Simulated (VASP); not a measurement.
Here is a VASP 6.6.1 calculation.

The input INCAR:

```
ALGO     = Fast           # electronic algorithm
EDIFF    = 1E-6           # SCF threshold, eV
ENCUT    = 520            # plane-wave cutoff, eV
GGA      = PS             # functional
ISIF     = 2              # what is computed and relaxed
ISMEAR   = 0              # smearing method
LASPH    = True           # aspherical terms in the spheres
LCHARG   = False          # write CHGCAR
LREAL    = False          # projectors in reciprocal space
LWAVE    = False          # write WAVECAR
NBANDS   = 16             # bands
NELM     = 60             # most SCF steps
PREC     = Accurate       # precision mode
SIGMA    = 0.1            # smearing width, eV
```

File KPOINTS:

```
k-points
0
Gamma
  14 14 14
```

File POSCAR:

```
AlRu
1.0
    2.9718241525      0.0000000000      0.0000000000
    0.0000000000      2.9718241525      0.0000000000
    0.0000000000      0.0000000000      2.9718241525
Al Ru
1 1
Direct
    0.0000000000      0.0000000000      0.0000000000
    0.5000000000      0.5000000000      0.5000000000
```

Potentials or basis: VASP PAW PBE potentials, release 64 (Al, Ru_pv).

The run is started by

```sh
$ cat potpaw_PBE.64/Al/POTCAR potpaw_PBE.64/Ru_pv/POTCAR > POTCAR
$ mpirun -np 1 vasp_std > vasp.out
```

(1) What does it give for the pressure?

(2) Estimate the band gap on the k mesh.

## Answers

(1) 1.0 GPa.

(2) zero (an odd number of electrons rules out a gap without spin polarisation).

Caveat: the PAW data sets were made with another functional, which shifts forces and pressure a little.
